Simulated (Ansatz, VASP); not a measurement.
Two plane-wave programs on HgTe

File POSCAR:

```
HgTe
1.0
    4.8672342143      0.0000000000      0.0000000000
   -2.4336171072      4.2151484757      0.0000000000
    0.0000000000      0.0000000000      7.2674601327
Hg Te
2 2
Direct
    0.3333333333      0.6666666667      0.2500000000
    0.6666666667      0.3333333333      0.7500000000
    0.6666666667      0.3333333333      0.2500000000
    0.3333333333      0.6666666667      0.7500000000
```

INCAR.step1

```
SYSTEM = HgTe
PREC = Accurate
ENCUT = 520
ISMEAR = -1
SIGMA = 0.02
LREAL = .False.
LASPH = .True.
NELM = 80
NBANDS = 26
GGA = PE
ALGO = Normal
EDIFF = 1E-4
LWAVE = .True.
LCHARG = .False.
```

File INCAR.step2:

```
SYSTEM = HgTe
PREC = Accurate
ENCUT = 520
EDIFF = 1E-6
ISMEAR = -1
SIGMA = 0.02
LREAL = .False.
LASPH = .True.
NELM = 80
ALGO = Normal
ISIF = 2
LWAVE = .False.
LCHARG = .False.
METAGGA = R2SCAN
LMIXTAU = .True.
NBANDS = 26
ISTART = 1
```

File KPOINTS:

```
regular mesh
0
Gamma
  6 6 4
  0 0 0
```

Input for Ansatz:

```yaml
crystal:
  lattice:
    - [4.8672342143, 0.0, 0.0]
    - [-2.4336171072, 4.2151484757, 0.0]
    - [0.0, 0.0, 7.2674601327]
  atoms:
    - { symbol: Hg, position: [0.3333333333, 0.6666666667, 0.25] }
    - { symbol: Hg, position: [0.6666666667, 0.3333333333, 0.75] }
    - { symbol: Te, position: [0.6666666667, 0.3333333333, 0.25] }
    - { symbol: Te, position: [0.3333333333, 0.6666666667, 0.75] }
kpoints:
  mp_grid: { grid: [6, 6, 4] }
hamiltonian:
  xc: r2scan
scf:
  occupations: { method: fermi_dirac, width: 0.02 }
  n_extra_bands: 5
output:
  forces: true
  stress: true
  eigenvalues: true
```

Alike in both runs: task single point; functional r2SCAN; k mesh 6 × 6 × 4; occupations fermi-dirac, width 0.02 eV; no spin polarisation.

|  | VASP | Ansatz |
| --- | --- | --- |
| version | VASP 6.6.1 | Ansatz 0.2.0 |
| potentials or method | VASP PAW PBE potentials, release 64 (Hg, Te) | plane waves, PAW |
| plane-wave cutoff (eV) | 520 | 500 |
| valence electrons in the cell | 36 | 72 |

Ansatz gave:

```
pressure (GPa)                                                : -1.0
traceless stress, the component that is largest in VASP (GPa) : 0.56
```

Which values does VASP return?

Pressure (GPa): -0.9; traceless stress, the component that is largest in VASP (GPa): 0.51.

VASP's potentials were made for PBE, not for r2SCAN. The functional is the same, so the differences come from potentials, cutoffs and numerics. VASP's potentials hold 36 valence electrons a cell and Ansatz's 72, so a difference there can come from the potentials and not from the codes.

Spin-orbit coupling is off throughout.
